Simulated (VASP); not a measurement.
# Ta in VASP: single point with r2SCAN

Aim: the single point of Ta with r2SCAN.

Everything below comes from runs of VASP 6.6.1. Logs are shortened: lines on timing, memory, paths and dates and some standing lists are left out, and cuts for length are marked.

## (1) The cell of the first run

The cell holds a wire or tube with vacuum around it, 4 atoms: a = 11.700 Å, b = 9.300 Å, c = 5.126 Å, α = 90.00°, β = 90.00°, γ = 90.00°.

## (2) Single point, r2SCAN, collinear spin

Input file POSCAR:

```
Ta
1.0
   11.7000000000      0.0000000000      0.0000000000
    0.0000000000      9.3000000000      0.0000000000
    0.0000000000      0.0000000000      5.1260035486
Ta
4
Direct
    0.3922426161      0.5000000000      0.0000000000
    0.3922426161      0.5000000000      0.5000000000
    0.6077573839      0.5000000000      0.0000000000
    0.6077573839      0.5000000000      0.5000000000
```

Input file INCAR.step1:

```
ALGO = Normal
EDIFF = 1E-4
ENCUT = 520
GGA = PE
ISMEAR = 0
ISPIN = 2
LASPH = True
LCHARG = False
LMAXMIX = 4
LREAL = False
LWAVE = True
MAGMOM = 1.5 1.5 1.5 1.5
NBANDS = 34
NELM = 150
PREC = Accurate
SIGMA = 0.05
```

Input file INCAR.step2:

```
ALGO = Normal
EDIFF = 1E-6
ENCUT = 520
ISIF = 2
ISMEAR = 0
ISPIN = 2
ISTART = 1
LASPH = True
LCHARG = False
LMAXMIX = 4
LMIXTAU = True
LORBIT = 11
LREAL = False
LWAVE = False
MAGMOM = 1.5 1.5 1.5 1.5
METAGGA = R2SCAN
NBANDS = 34
NELM = 150
PREC = Accurate
SIGMA = 0.05
```

Input file KPOINTS:

```
k-points
0
Gamma
  1 1 13
```

Potentials or basis: VASP PAW PBE potentials, release 64 (Ta_pv).

The run is started by

```bash
$ cat potpaw_PBE.64/Ta_pv/POTCAR > POTCAR
$ cp INCAR.step1 INCAR
$ mpirun -np 1 vasp_std > vasp.out
$ cp INCAR.step2 INCAR
$ mpirun -np 1 vasp_std > vasp.out
```

OUTCAR:

```text
EDIFF = 1E-6
   ENCUT = 520
   ISIF = 2
   ISMEAR = 0
   ISPIN = 2
   ISTART = 1
   LASPH = True
   LORBIT = 11
   LREAL = False
   METAGGA = R2SCAN
   NELM = 150
   PREC = Accurate

 ion  position               nearest neighbor table
   1  0.392  0.500  0.000-   3 2.52   2 2.56   2 2.56   4 3.60   4 3.60
   2  0.392  0.500  0.500-   4 2.52   1 2.56   1 2.56   3 3.60   3 3.60
   3  0.608  0.500  0.000-   1 2.52   4 2.56   4 2.56   2 3.60   2 3.60
   4  0.608  0.500  0.500-   2 2.52   3 2.56   3 2.56   1 3.60   1 3.60

  LATTYP: Found a simple orthorhombic cell.
 ALAT       =     5.1260035486
 B/A-ratio  =     1.8142788845
 C/A-ratio  =     2.2824798869

  Lattice vectors:

 A1 = (   0.0000000000,   0.0000000000,  -5.1260035486)
 A2 = (   0.0000000000,   9.3000000000,   0.0000000000)
 A3 = (  11.7000000000,   0.0000000000,   0.0000000000)

Analysis of symmetry for initial positions (statically):
=====================================================================
 Subroutine PRICEL returns following result:

  LATTYP: Found a simple orthorhombic cell.
 ALAT       =     2.5630017743
 B/A-ratio  =     3.6285577690
 C/A-ratio  =     4.5649597739

  Lattice vectors:

 A1 = (   0.0000000000,   0.0000000000,  -2.5630017743)
 A2 = (   0.0000000000,   9.3000000000,   0.0000000000)
 A3 = (  11.7000000000,   0.0000000000,   0.0000000000)

   2 primitive cells build up your supercell.

 Routine SETGRP: Setting up the symmetry group for a
 simple orthorhombic supercell.

 Subroutine GETGRP returns: Found  8 space group operations
 (whereof  8 operations were pure point group operations)
 out of a pool of  8 trial point group operations.

The static configuration has the point symmetry D_2h.

Analysis of symmetry for dynamics (positions and initial velocities):
=====================================================================
 Subroutine PRICEL returns following result:

  LATTYP: Found a simple orthorhombic cell.
 ALAT       =     2.5630017743
 B/A-ratio  =     3.6285577690
 C/A-ratio  =     4.5649597739

  Lattice vectors:

 A1 = (   0.0000000000,   0.0000000000,  -2.5630017743)
 A2 = (   0.0000000000,   9.3000000000,   0.0000000000)
 A3 = (  11.7000000000,   0.0000000000,   0.0000000000)

   2 primitive cells build up your supercell.

 Routine SETGRP: Setting up the symmetry group for a
 simple orthorhombic supercell.

 Subroutine GETGRP returns: Found  8 space group operations
 (whereof  8 operations were pure point group operations)
 out of a pool of  8 trial point group operations.

The dynamic configuration has the point symmetry D_2h.

Analysis of structural, dynamic, and magnetic symmetry:
=====================================================================
 Subroutine PRICEL returns following result:

  LATTYP: Found a simple orthorhombic cell.
 ALAT       =     2.5630017743
 B/A-ratio  =     3.6285577690
 C/A-ratio  =     4.5649597739

  Lattice vectors:

 A1 = (   0.0000000000,   0.0000000000,  -2.5630017743)
 A2 = (   0.0000000000,   9.3000000000,   0.0000000000)
 A3 = (  11.7000000000,   0.0000000000,   0.0000000000)

   2 primitive cells build up your supercell.

 Routine SETGRP: Setting up the symmetry group for a
 simple orthorhombic supercell.

 Subroutine GETGRP returns: Found  8 space group operations
 (whereof  8 operations were pure point group operations)
 out of a pool of  8 trial point group operations.

The overall configuration has the point symmetry D_2h.

 Subroutine INISYM returns: Found  8 space group operations
 (whereof  8 operations are pure point group operations),
 and found     2 'primitive' translations

----------------------------------------------------------------------------------------

                                     Primitive cell

  volume of cell :     278.8802

  direct lattice vectors                    reciprocal lattice vectors
     0.000000000  0.000000000 -2.563001774     0.000000000  0.000000000 -0.390167502
     0.000000000  9.300000000  0.000000000     0.000000000  0.107526882  0.000000000
    11.700000000  0.000000000  0.000000000     0.085470085  0.000000000  0.000000000

  length of vectors
     2.563001774  9.300000000 11.700000000     0.390167502  0.107526882  0.085470085

  position of ions in fractional coordinates (direct lattice)
     0.000000000  0.500000000  0.392242616
     0.000000000  0.500000000  0.607757384

  ion indices of the primitive-cell ions
   primitive index   ion index
                 1           1
                 2           3

----------------------------------------------------------------------------------------

 KPOINTS: k-points

Automatic generation of k-mesh.
 Grid dimensions read from file:
 generate k-points for:    1    1   13

 Generating k-lattice:

  Cartesian coordinates                     Fractional coordinates (reciprocal lattice)
     0.085470085  0.000000000  0.000000000     1.000000000  0.000000000  0.000000000
     0.000000000  0.107526882  0.000000000     0.000000000  1.000000000  0.000000000
     0.000000000  0.000000000  0.015006442     0.000000000  0.000000000  0.076923077

  Length of vectors
     0.085470085  0.107526882  0.015006442

  Shift w.r.t. Gamma in fractional coordinates (k-lattice)
     0.000000000  0.000000000  0.000000000

 Subroutine IBZKPT returns following result:
 ===========================================

 Found      7 irreducible k-points:

 Following reciprocal coordinates:
            Coordinates               Weight
  0.000000  0.000000  0.000000      1.000000
  0.000000  0.000000  0.076923      2.000000
  0.000000  0.000000  0.153846      2.000000
  0.000000  0.000000  0.230769      2.000000
  0.000000  0.000000  0.307692      2.000000
  0.000000  0.000000  0.384615      2.000000
  0.000000  0.000000  0.461538      2.000000
   k-points           NKPTS =      7   k-points in BZ     NKDIM =      7   number of bands    NBANDS=     34
   number of dos      NEDOS =    301   number of ions     NIONS =      4
   total plane-waves  NPLWV = 252000
   dimension x,y,z NGX =    90 NGY =   70 NGZ =   40
   dimension x,y,z NGXF=   180 NGYF=  140 NGZF=   80
   ions per type =               4
   NGX,Y,Z   is equivalent  to a cutoff of  12.79, 12.51, 12.97 a.u.
   NGXF,Y,Z  is equivalent  to a cutoff of  25.58, 25.03, 25.95 a.u.
 SYSTEM =  unknown system
   PREC   = accura    normal or accurate (medium, high low for compatibility)
   ISTART =      1    job   : 0-new  1-cont  2-samecut
   ICHARG =      0    charge: 1-file 2-atom 10-const
   ISPIN  =      2    spin polarized calculation?
   LNONCOLLINEAR =      F non collinear calculations
   LSORBIT =      F    spin-orbit coupling
   LASPH  =      T    aspherical Exc in radial PAW
   ENCUT  =  520.0 eV  38.22 Ry    6.18 a.u.  21.75 17.29  9.53*2*pi/ulx,y,z
   NELM   =    150;   NELMIN=  2; NELMDL=  0     # of ELM steps
   EDIFF  = 0.1E-05   stopping-criterion for ELM
   LREAL  =      F    real-space projection
   EDIFFG = 0.1E-04   stopping-criterion for IOM
   NSW    =      0    number of steps for IOM
   IBRION =     -1    ionic relax: 0-MD 1-quasi-New 2-CG
   NFREE  =      0    steps in history (QN), initial steepest desc. (CG)
   ISIF   =      2    stress and relaxation
   ISYM   =      2    0-nonsym 1-usesym 2-fastsym
   POTIM  = 0.5000    time-step for ionic-motion
   TEBEG  =    0.0;   TEEND  =   0.0 temperature during run
   PSTRESS=    0.0 pullay stress
   NELECT =      44.0000    total number of electrons
   NUPDOWN=      -1.0000    fix difference up-down
   EMIN   =  10.00;   EMAX   =-10.00  energy-range for DOS
   EFERMI =   0.00;   METHOD = LEGACY
   ISMEAR =     0;   SIGMA  =   0.05  broadening in eV -4-tet -1-fermi 0-gaus
   EFERMI_NEDOS =   21; number of points for ismear=-14 and -15
   IALGO  =     38    algorithm
   IMIX   =      4    mixing-type and parameters
     AMIX     =   0.40;   BMIX     =  1.00
     AMIX_MAG =   1.60;   BMIX_MAG =  1.00
  volume/ion in A,a.u.               =     139.44       940.99
  Fermi-wavevector in a.u.,A,eV,Ry     =   0.702118  1.326810  6.707251  0.492969
  Thomas-Fermi vector in A             =   1.786729
   LORBIT       =     11    0 simple, 1 ext, 2 COOP (PROOUT), +10 PAW based schemes
   METAGGA = R2SCAN    functional components
   LHFCALC =     F    Hartree Fock is set to
   AEXX    =    0.0000 exact exchange contribution
   IVDW    =     0    specifies the selected vdW correction
   LEPSILON=     F    determine dielectric tensor
   LRPA    =     F    only Hartree local field effects (RPA)
 spin polarized calculation
 Gauss-broadening in eV      SIGMA  =   0.05
  energy-cutoff  :      520.00
  volume of cell :      557.76
 maximum number of plane-waves:     15047
 NGX is ok and might be reduce to    90
   NGX = 43   NGY = 35   NGZ = 19

 number of electron      43.9999995 magnetization       2.9232797

 Free energy of the ion-electron system (eV)
  ---------------------------------------------------
  ext. energy  EPLUGINS =         0.00000000
  ---------------------------------------------------
  free energy    TOTEN  =      -177.62411912 eV

  energy without entropy =     -177.62052970  energy(sigma->0) =     -177.62232441

 E-fermi :  -2.6094     XC(G=0):  -3.3061

 val. band max:       -2.6403520200   @ k =   0.0000   0.0000   0.4615
 cond. band min:      -2.5616652099   @ k =   0.0000   0.0000   0.3077
 fundamental gap:      0.0786868101
 Fermi energy:        -2.6093723236

 spin component 1

 k-point     1 :       0.0000    0.0000    0.0000
  band No.  band energies     occupation
      1     -39.2555      1.00000
      2     -39.0832      1.00000
      3     -38.8609      1.00000
      4     -38.5856      1.00000
      5     -38.5660      1.00000
      6     -38.4352      1.00000
[... 26 lines left out ...]
     33       1.2799      0.00000
     34       1.2976      0.00000

 k-point     2 :       0.0000    0.0000    0.0769
  band No.  band energies     occupation
      1     -39.2281      1.00000
      2     -39.0564      1.00000
      3     -38.8567      1.00000
      4     -38.5818      1.00000
      5     -38.5704      1.00000
      6     -38.4316      1.00000
[... 26 lines left out ...]
     33       1.0826      0.00000
     34       1.4466      0.00000
[... 146 lines left out ...]
     33       0.2547      0.00000
     34       0.7161      0.00000

 k-point     7 :       0.0000    0.0000    0.4615
  band No.  band energies     occupation
      1     -38.7334      1.00000
      2     -38.6978      1.00000
      3     -38.4715      1.00000
      4     -38.4398      1.00000
      5     -38.3857      1.00000
      6     -38.3260      1.00000
[... 26 lines left out ...]
     33       0.1012      0.00000
     34       0.1143      0.00000
 Fermi energy:        -2.6093723236

 spin component 2

 k-point     1 :       0.0000    0.0000    0.0000
  band No.  band energies     occupation
      1     -38.9351      1.00000
      2     -38.7558      1.00000
      3     -38.5749      1.00000
      4     -38.2943      1.00000
      5     -38.2796      1.00000
      6     -38.1321      1.00000
[... 26 lines left out ...]
     33       1.4729      0.00000
     34       1.8520      0.00000

 k-point     2 :       0.0000    0.0000    0.0769
  band No.  band energies     occupation
      1     -38.9079      1.00000
      2     -38.7293      1.00000
      3     -38.5709      1.00000
      4     -38.2984      1.00000
      5     -38.2759      1.00000
      6     -38.1286      1.00000
[... 26 lines left out ...]
     33       1.4415      0.00000
     34       1.7725      0.00000
[... 146 lines left out ...]
     33       0.8721      0.00000
     34       0.8919      0.00000

 k-point     7 :       0.0000    0.0000    0.4615
  band No.  band energies     occupation
      1     -38.4544      1.00000
      2     -38.4214      1.00000
      3     -38.1662      1.00000
      4     -38.1347      1.00000
      5     -38.0708      1.00000
      6     -38.0244      1.00000
[... 26 lines left out ...]
     33       0.6498      0.00000
     34       0.7241      0.00000

------------------------ aborting loop because EDIFF is reached ----------------------------------------

  FORCE on cell =-STRESS in cart. coord.  units (eV):
  Direction    XX          YY          ZZ          XY          YZ          ZX
  --------------------------------------------------------------------------------------
  -------------------------------------------------------------------------------------
  Total        0.2022580     -0.0557429      0.3063937      0.0000000      0.0000000      0.0000000
  in kB        0.5809899     -0.1601227      0.8801216      0.0000000      0.0000000      0.0000000
  external PRESSURE =       0.4336629 kB  Pullay stress =       0.0000000 kB

 VOLUME and BASIS-vectors are now :
 -----------------------------------------------------------------------------
  energy-cutoff  :      520.00
  volume of cell :      557.76
      direct lattice vectors                 reciprocal lattice vectors
    11.700000000  0.000000000  0.000000000     0.085470085  0.000000000  0.000000000
     0.000000000  9.300000000  0.000000000     0.000000000  0.107526882  0.000000000
     0.000000000  0.000000000  5.126003549     0.000000000  0.000000000  0.195083751

 POSITION                                       TOTAL-FORCE (eV/Angst)
 -----------------------------------------------------------------------------------
      4.58924      4.65000      0.00000        -0.031873      0.000000     -0.000000
      4.58924      4.65000      2.56300        -0.031873      0.000000     -0.000000
      7.11076      4.65000      0.00000         0.031873     -0.000000      0.000000
      7.11076      4.65000      2.56300         0.031873     -0.000000      0.000000
 -----------------------------------------------------------------------------------
    total drift:                               -0.000000      0.000000     -0.000000

  FREE ENERGIE OF THE ION-ELECTRON SYSTEM (eV)
  ---------------------------------------------------
  free  energy   TOTEN  =      -177.6241191215 eV

  energy  without entropy=     -177.6205296967  energy(sigma->0) =     -177.62232441

 total charge

# of ion       s       p       d       tot
------------------------------------------
    1        0.452   6.025   2.526   9.004
    2        0.452   6.025   2.526   9.004
    3        0.452   6.025   2.526   9.004
    4        0.452   6.025   2.526   9.004
--------------------------------------------------
tot          1.809  24.101  10.104  36.014

 magnetization (x)

# of ion       s       p       d       tot
------------------------------------------
    1        0.023   0.019   0.362   0.404
    2        0.023   0.019   0.362   0.404
    3        0.023   0.019   0.362   0.404
    4        0.023   0.019   0.362   0.404
--------------------------------------------------
tot          0.092   0.076   1.447   1.615
```

Wall time 46 min (1 thread of Intel Xeon Platinum 8488C (Sapphire Rapids), shared host); peak memory 0.97 GiB.

Results:

| Quantity | Value |
| --- | --- |
| Free energy | -177.6241 eV |
| Largest force | 0.032 eV/Å |
| Net moment | 2.92 μB per cell |
| Site moments | Ta +0.40 μB |
| Valence electrons inside the program's atomic spheres | Ta 9.00 |

Forces on the atoms (eV/Å):
```
Ta  -0.032  0.000  0.000
Ta  -0.032  0.000  0.000
Ta   0.032  0.000  0.000
Ta   0.032  0.000  0.000
```

Caveat: the PAW data sets were made with another functional, which shifts forces and pressure a little; spin-orbit coupling is left out, which moves the levels of the heavy elements.
